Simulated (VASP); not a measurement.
# MnSb (P6_3/mmc) in VASP: a series of runs, part 3 of 3

VASP 6.6.1. Earlier steps stand in the parts before.

### Step 6. Single point, revPBE+D4, collinear spin, ferromagnetic start

This run uses another cell than the first one, of 19.17 Å³/atom.

File INCAR:

```
PREC = Accurate
ENCUT = 520
EDIFF = 1E-6
ISMEAR = -1
SIGMA = 0.05
LREAL = False
LASPH = True
NELM = 150
ALGO = Normal
ISIF = 2
LWAVE = False
LCHARG = False
ISPIN = 2
MAGMOM = 0 0 4 4
LORBIT = 11
LMAXMIX = 4
GGA = RE
IVDW = 13
NBANDS = 30
```

File KPOINTS:

```
regular mesh
0
Gamma
  7 7 5
```

File POSCAR:

```
MnSb
1.0
    4.0102000713      0.0000000000      0.0000000000
   -2.0051000357      3.4729351360      0.0000000000
    0.0000000000      0.0000000000      5.5071793857
Sb Mn
2 2
Direct
    0.6666666667      0.3333333333      0.7500000000
    0.3333333333      0.6666666667      0.2500000000
    0.0000000000      0.0000000000      0.5000000000
    0.0000000000      0.0000000000      0.0000000000
```

Potentials or basis: VASP PAW PBE potentials, release 64 (Sb, Mn_pv).

Run with:

```sh
> cat potpaw_PBE.64/Sb/POTCAR potpaw_PBE.64/Mn_pv/POTCAR > POTCAR
> mpirun -np 1 vasp_std > vasp.out
```

OUTCAR:

```text
PREC = Accurate
   ENCUT = 520
   EDIFF = 1E-6
   ISMEAR = -1
   LREAL = False
   LASPH = True
   NELM = 150
   ISIF = 2
   ISPIN = 2
   LORBIT = 11
   GGA = RE
   IVDW = 13

 ion  position               nearest neighbor table
   1  0.667  0.333  0.750-   3 2.69   4 2.69   3 2.69   4 2.69   3 2.69   4 2.69   2 3.60   2 3.60
                             2 3.60   2 3.60   2 3.60   2 3.60
   2  0.333  0.667  0.250-   3 2.69   4 2.69   3 2.69   4 2.69   3 2.69   4 2.69   1 3.60   1 3.60
                             1 3.60   1 3.60   1 3.60   1 3.60
   3  0.000  0.000  0.500-   1 2.69   2 2.69   1 2.69   2 2.69   1 2.69   2 2.69   4 2.75   4 2.75

   4  0.000  0.000  0.000-   1 2.69   2 2.69   1 2.69   2 2.69   1 2.69   2 2.69   3 2.75   3 2.75

  LATTYP: Found a hexagonal cell.
 ALAT       =     4.0102000713
 C/A-ratio  =     1.3732929250

  Lattice vectors:

 A1 = (   4.0102000713,   0.0000000000,   0.0000000000)
 A2 = (  -2.0051000357,   3.4729351360,   0.0000000000)
 A3 = (   0.0000000000,   0.0000000000,   5.5071793857)

Analysis of symmetry for initial positions (statically):
=====================================================================
 Subroutine PRICEL returns:
 Original cell was already a primitive cell.

 Routine SETGRP: Setting up the symmetry group for a
 hexagonal supercell.

 Subroutine GETGRP returns: Found 24 space group operations
 (whereof 12 operations were pure point group operations)
 out of a pool of 24 trial point group operations.

The static configuration has the point symmetry D_3d.
 The point group associated with its full space group is D_6h.

Analysis of symmetry for dynamics (positions and initial velocities):
=====================================================================
 Subroutine PRICEL returns:
 Original cell was already a primitive cell.

 Routine SETGRP: Setting up the symmetry group for a
 hexagonal supercell.

 Subroutine GETGRP returns: Found 24 space group operations
 (whereof 12 operations were pure point group operations)
 out of a pool of 24 trial point group operations.

The dynamic configuration has the point symmetry D_3d.
 The point group associated with its full space group is D_6h.

Analysis of structural, dynamic, and magnetic symmetry:
=====================================================================
 Subroutine PRICEL returns:
 Original cell was already a primitive cell.

 Routine SETGRP: Setting up the symmetry group for a
 hexagonal supercell.

 Subroutine GETGRP returns: Found 24 space group operations
 (whereof 12 operations were pure point group operations)
 out of a pool of 24 trial point group operations.

The overall configuration has the point symmetry D_3d.
 The point group associated with its full space group is D_6h.

 Subroutine INISYM returns: Found 24 space group operations
 (whereof 12 operations are pure point group operations),
 and found     1 'primitive' translations

----------------------------------------------------------------------------------------

                                     Primitive cell

  volume of cell :      76.6994

  direct lattice vectors                    reciprocal lattice vectors
     4.010200071  0.000000000  0.000000000     0.249364117  0.143970440  0.000000000
    -2.005100036  3.472935136  0.000000000     0.000000000  0.287940880  0.000000000
[... 81 lines left out ...]
   ICHARG =      2    charge: 1-file 2-atom 10-const
   ISPIN  =      2    spin polarized calculation?
   LNONCOLLINEAR =      F non collinear calculations
   LSORBIT =      F    spin-orbit coupling
   LASPH  =      T    aspherical Exc in radial PAW
   ENCUT  =  520.0 eV  38.22 Ry    6.18 a.u.   7.46  7.46 10.24*2*pi/ulx,y,z
   NELM   =    150;   NELMIN=  2; NELMDL= -5     # of ELM steps
   EDIFF  = 0.1E-05   stopping-criterion for ELM
   LREAL  =      F    real-space projection
[... 7 lines left out ...]
   TEBEG  =    0.0;   TEEND  =   0.0 temperature during run
   PSTRESS=    0.0 pullay stress
   NELECT =      36.0000    total number of electrons
   NUPDOWN=      -1.0000    fix difference up-down
   EMIN   =  10.00;   EMAX   =-10.00  energy-range for DOS
   EFERMI =   0.00;   METHOD = LEGACY
   ISMEAR =    -1;   SIGMA  =   0.05  broadening in eV -4-tet -1-fermi 0-gaus
   EFERMI_NEDOS =   21; number of points for ismear=-14 and -15
   IALGO  =     38    algorithm
   IMIX   =      4    mixing-type and parameters
     AMIX     =   0.40;   BMIX     =  1.00
     AMIX_MAG =   1.60;   BMIX_MAG =  1.00
  volume/ion in A,a.u.               =      19.17       129.40
  Fermi-wavevector in a.u.,A,eV,Ry     =   1.272267  2.404237 22.023261  1.618664
  Thomas-Fermi vector in A             =   2.405155
   LORBIT       =     11    0 simple, 1 ext, 2 COOP (PROOUT), +10 PAW based schemes
   GGA     = RE    functional components
   LHFCALC =     F    Hartree Fock is set to
   AEXX    =    0.0000 exact exchange contribution
   IVDW    =    13    specifies the selected vdW correction
   LEPSILON=     F    determine dielectric tensor
   LRPA    =     F    only Hartree local field effects (RPA)
 spin polarized calculation
  energy-cutoff  :      520.00
  volume of cell :       76.70
 maximum number of plane-waves:      2091
 NGX is ok and might be reduce to    30
   NGX = 15   NGY = 15   NGZ = 21

 number of electron      35.9999986 magnetization       6.0062684

 Free energy of the ion-electron system (eV)
  ---------------------------------------------------
  ext. energy  EPLUGINS =         0.00000000
  ---------------------------------------------------
  free energy    TOTEN  =       -24.98955387 eV

  energy without entropy =      -24.96948354  energy(sigma->0) =      -24.97951870

 E-fermi :   9.1743     XC(G=0): -11.1150

 val. band max:        9.1708036220   @ k =   0.0000   0.0000   0.0000
 cond. band min:       9.1986282502   @ k =   0.4286   0.1429   0.0000
 fundamental gap:      0.0278246282
 Fermi energy:         9.1743231414

 spin component 1

 k-point     1 :       0.0000    0.0000    0.0000
  band No.  band energies     occupation
      1     -40.6606      1.00000
      2     -40.6606      1.00000
      3     -40.6471      1.00000
      4     -40.6471      1.00000
      5     -40.3750      1.00000
      6     -40.2389      1.00000
[... 781 lines left out ...]
     29      17.0502      0.00000
     30      17.4597      0.00000
 Fermi energy:         9.1743231414

 spin component 2

 k-point     1 :       0.0000    0.0000    0.0000
  band No.  band energies     occupation
      1     -37.3696      1.00000
      2     -37.3695      1.00000
      3     -37.3536      1.00000
      4     -37.3536      1.00000
      5     -37.3089      1.00000
      6     -37.1513      1.00000
[... 781 lines left out ...]
     29      17.4031      0.00000
     30      17.8206      0.00000

------------------------ aborting loop because EDIFF is reached ----------------------------------------

  DFT-D4 for vdW energy calculation

  Edisp (eV):   -3.01351

  FORCE on cell =-STRESS in cart. coord.  units (eV):
  Direction    XX          YY          ZZ          XY          YZ          ZX
  --------------------------------------------------------------------------------------
  -------------------------------------------------------------------------------------
  Total      -0.08663    -0.08663    -0.03707     0.00000    -0.00000    -0.00000
  in kB      -1.80964    -1.80964    -0.77442     0.00000    -0.00000    -0.00000
  external pressure =       -1.46 kB  Pullay stress =        0.00 kB

 VOLUME and BASIS-vectors are now :
 -----------------------------------------------------------------------------
  energy-cutoff  :      520.00
  volume of cell :       76.70
      direct lattice vectors                 reciprocal lattice vectors
     4.010200071  0.000000000  0.000000000     0.249364117  0.143970440  0.000000000
    -2.005100036  3.472935136  0.000000000     0.000000000  0.287940880  0.000000000
     0.000000000  0.000000000  5.507179386     0.000000000  0.000000000  0.181581156

 POSITION                                       TOTAL-FORCE (eV/Angst)
 -----------------------------------------------------------------------------------
      2.00510      1.15765      4.13038         0.000000     -0.000000      0.000000
     -0.00000      2.31529      1.37679        -0.000000      0.000000      0.000000
      0.00000      0.00000      2.75359         0.000000      0.000000      0.000000
      0.00000      0.00000      0.00000         0.000000      0.000000      0.000000
 -----------------------------------------------------------------------------------
    total drift:                               -0.000000      0.000000      0.000000

  FREE ENERGIE OF THE ION-ELECTRON SYSTEM (eV)
  ---------------------------------------------------
  free  energy   TOTEN  =       -28.0030652366 eV

  energy  without entropy=      -27.9829949072  energy(sigma->0) =      -27.99303007

 total charge

# of ion       s       p       d       tot
------------------------------------------
    1        1.119   1.315   0.059   2.493
    2        1.119   1.315   0.059   2.493
    3        0.292   6.255   5.110  11.657
    4        0.292   6.255   5.110  11.657
--------------------------------------------------
tot          2.822  15.139  10.338  28.299

 magnetization (x)

# of ion       s       p       d       tot
------------------------------------------
    1       -0.003  -0.128   0.007  -0.124
    2       -0.003  -0.128   0.007  -0.124
    3        0.031   0.030   2.993   3.054
    4        0.031   0.030   2.993   3.054
--------------------------------------------------
tot          0.054  -0.195   5.999   5.859
```

OSZICAR:

```text
N       E                     dE             d eps       ncg     rms          rms(c)
DAV:   1     0.327030248723E+03    0.32703E+03   -0.18913E+04  3120   0.123E+03
DAV:   2    -0.922490739006E+01   -0.33626E+03   -0.32217E+03  2994   0.354E+02
DAV:   3    -0.260400866602E+02   -0.16815E+02   -0.16403E+02  3318   0.890E+01
DAV:   4    -0.263540968513E+02   -0.31401E+00   -0.31353E+00  3218   0.120E+01
DAV:   5    -0.263611349398E+02   -0.70381E-02   -0.70378E-02  3306   0.196E+00    0.162E+01
DAV:   6    -0.271748067210E+02   -0.81367E+00   -0.17732E+01  3140   0.440E+01    0.167E+01
DAV:   7    -0.249894030052E+02    0.21854E+01   -0.79750E+00  3164   0.308E+01    0.534E+00
DAV:   8    -0.249952247742E+02   -0.58218E-02   -0.40048E-01  3120   0.395E+00    0.247E+00
DAV:   9    -0.249861826197E+02    0.90422E-02   -0.98926E-02  3198   0.245E+00    0.991E-01
DAV:  10    -0.249889665920E+02   -0.27840E-02   -0.97553E-03  3252   0.741E-01    0.443E-01
DAV:  11    -0.249895364051E+02   -0.56981E-03   -0.13567E-03  3144   0.245E-01    0.165E-01
DAV:  12    -0.249895415287E+02   -0.51236E-05   -0.32793E-04  3224   0.132E-01    0.627E-02
DAV:  13    -0.249895467415E+02   -0.52128E-05   -0.43856E-05  3248   0.455E-02    0.240E-02
DAV:  14    -0.249895545476E+02   -0.78061E-05   -0.13066E-05  3108   0.228E-02    0.111E-02
DAV:  15    -0.249895538668E+02    0.68075E-06   -0.12571E-06  2364   0.865E-03
   1 F= -.28003065E+02 E0= -.27993030E+02  d E =-.200703E-01  mag=     6.0063
```

It took 2.2 min on 1 thread of AMD EPYC 7R43 (Zen 3), shared host; peak memory 0.22 GiB.

Results:

| Property | Result |
| --- | --- |
| Free energy | -28.0031 eV |
| Pressure | -0.1 GPa |
| Band gap on the k mesh | zero (filled and empty bands overlap) |
| Net moment | 6.01 μB per cell |
| Site moments | Sb -0.12; Mn +3.05 μB |
| Valence electrons inside the program's atomic spheres | Sb 2.49; Mn 11.66 |
| Dispersion energy per atom | -0.753 eV |

Caveat: the PAW data sets were made with another functional, which shifts forces and pressure a little; spin-orbit coupling is left out, which moves the levels of the heavy elements; the run started ferromagnetic, and an antiferromagnetic order may lie lower in energy.

### Step 7. Summary

| task | level | potentials or basis | fixed moment (μB) | cell | k mesh | cutoff (eV) | gap on the mesh (eV) | pressure (GPa) | moment (μB) | relaxed volume (Å³/atom) |
| --- | --- | --- | --- | --- | --- | --- | --- | --- | --- | --- |
| single point | PBEsol | VASP PAW PBE potentials, release 64 (Sb_d_GW, Mn_sv) | 12.0 | a = 4.150, b = 4.150, c = 5.780 Å, angles 90.0, 90.0, 120.0°, 4 atoms | 6 × 6 × 4 | 680 | - | 16.4 | 12.00 | - |
| relaxation of cell and atoms | RPBE | VASP PAW PBE potentials, release 64 (Sb, Mn_pv) | - | relaxed from a = 4.150, b = 4.150, c = 5.780 Å, angles 90.0, 90.0, 120.0°, 4 atoms | 7 × 7 × 5 | 600 | none | 0.0 | 6.71 | 21.31 |
| relaxation of cell and atoms | revPBE | VASP PAW PBE potentials, release 64 (Sb, Mn_pv) | - | relaxed from a = 4.150, b = 4.150, c = 5.780 Å, angles 90.0, 90.0, 120.0°, 4 atoms | 7 × 7 × 5 | 600 | none | 0.0 | 6.61 | 21.01 |
| single point | revPBE+D3(BJ) | VASP PAW PBE potentials, release 64 (Sb, Mn_pv) | - | a = 3.996, b = 3.996, c = 5.464 Å, angles 90.0, 90.0, 120.0°, 4 atoms | 7 × 7 × 5 | 520 | none | -0.1 | 5.89 | - |
| single point | revPBE+D4 | VASP PAW PBE potentials, release 64 (Sb, Mn_pv) | - | a = 4.010, b = 4.010, c = 5.507 Å, angles 90.0, 90.0, 120.0°, 4 atoms | 7 × 7 × 5 | 520 | none | -0.1 | 6.01 | - |

Alike in all rows: spin collinear, ferromagnetic start; smearing fermi-dirac 0.05 eV.

Caveats: the PAW data sets were made with another functional, which shifts forces and pressure a little; spin-orbit coupling is left out, which moves the levels of the heavy elements; the run started ferromagnetic, and an antiferromagnetic order may lie lower in energy; the cell stands under pressure (at least some runs); the total moment is fixed, so each spin has its own Fermi level and the state may be an excited one (at least some runs).

Total energies depend on the potentials used, so only differences within one code and one set of settings carry meaning.

The gap in the log of VASP goes by the Fermi energy; the results here count the filled bands.